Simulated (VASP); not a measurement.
Runs of VASP 6.6.1 on Zr2N. The structure is that of space group P4_2/mnm (No. 136), or close to it. The cells are those of the table. 

```tsv
cell	k mesh	smearing	gap on the mesh (eV)	pressure (GPa)	largest force (eV/Å)
a = 5.413, b = 5.413, c = 3.308 Å, 6 atoms	1 × 1 × 1	gaussian 0.1 eV	-	5.5	0.11
a = 5.413, b = 5.413, c = 3.308 Å, 6 atoms	2 × 2 × 4	gaussian 0.1 eV	none	(a)	0.20
a = 5.413, b = 5.413, c = 3.308 Å, 6 atoms	8 × 8 × 10	fermi-dirac 0.02 eV	none	-4.6	0.06
a = 5.413, b = 5.413, c = 3.308 Å, 6 atoms	6 × 6 × 8	gaussian 0.1 eV	none	-4.6	0.02
a = 5.413, b = 5.413, c = 3.308 Å, 6 atoms	1 × 1 × 2	gaussian 0.1 eV	none	-1.7	1.10
a = 5.370, b = 5.370, c = 3.271 Å, 6 atoms	4 × 4 × 6	gaussian 0.1 eV	none	0.2	0.01
a = 5.413, b = 5.413, c = 3.308 Å, 6 atoms	8 × 8 × 10	gaussian 0.5 eV	none	(b)	-
a = 5.413, b = 5.413, c = 3.308 Å, 6 atoms	6 × 6 × 10	gaussian 0.1 eV	none	-4.6	0.04
a = 5.413, b = 5.413, c = 3.308 Å, 6 atoms	4 × 4 × 4	gaussian 0.1 eV	none	-4.7	0.11
```

Alike in all rows: task single point; level PBEsol; potentials or basis VASP PAW PBE potentials, release 64 (Zr_sv, N); no spin polarisation; cutoff (eV) 520.

Question: Estimate the missing entries.

Answer: (a) -5.2; (b) -4.5.

Caveats: some runs use coarse meshes; the PAW data sets were made with another functional, which shifts forces and pressure a little; the cell stands under tension (at least some runs); so wide a smearing shifts energies and pressures (at least some runs).

A k mesh can miss the band edges, and the runs leave out spin-orbit coupling on Zr.

A gap of «none» marks levels without a gap at the run's occupations.
